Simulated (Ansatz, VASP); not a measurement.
**TaF3: VASP beside Ansatz**

```
Ta F
1.0
     3.95972    0.00000    0.00000
     0.00000    3.95972    0.00000
     0.00000    0.00000    3.95972
Ta F
1 3
Direct
  0.00000 0.00000 0.00000
  0.50000 0.00000 0.00000
  0.00000 0.50000 0.00000
  0.00000 0.00000 0.50000
```

Change from the starting cell: strain +0.015 along x and y, +0.015 along z, atoms carried along.

Alike in both runs: task single point; functional PBE; k mesh 12 × 12 × 12; occupations gaussian, width 0.15 eV; no spin polarisation.

|  | VASP | Ansatz |
| --- | --- | --- |
| version | VASP 6.6.1 | Ansatz 0.2.0 |
| potentials or method | VASP PAW PBE potentials, release 64 (Ta_pv, F), cutoff 520 eV | scalar-relativistic, plane waves, PAW |
| valence electrons in the cell | 32 | 34 |

|  | VASP | Ansatz | Ansatz less VASP |
| --- | --- | --- | --- |
| gap on the k mesh at the Fermi level (eV) | none | none | - |
| pressure (GPa) | 17.2 | 16.9 | -0.29 |

A gap of «none» marks a metal or a gap that the smearing closes. VASP's potentials hold 32 valence electrons a cell and Ansatz's 34, so a difference there can come from the potentials and not from the codes.

Neither program's run includes spin-orbit coupling.
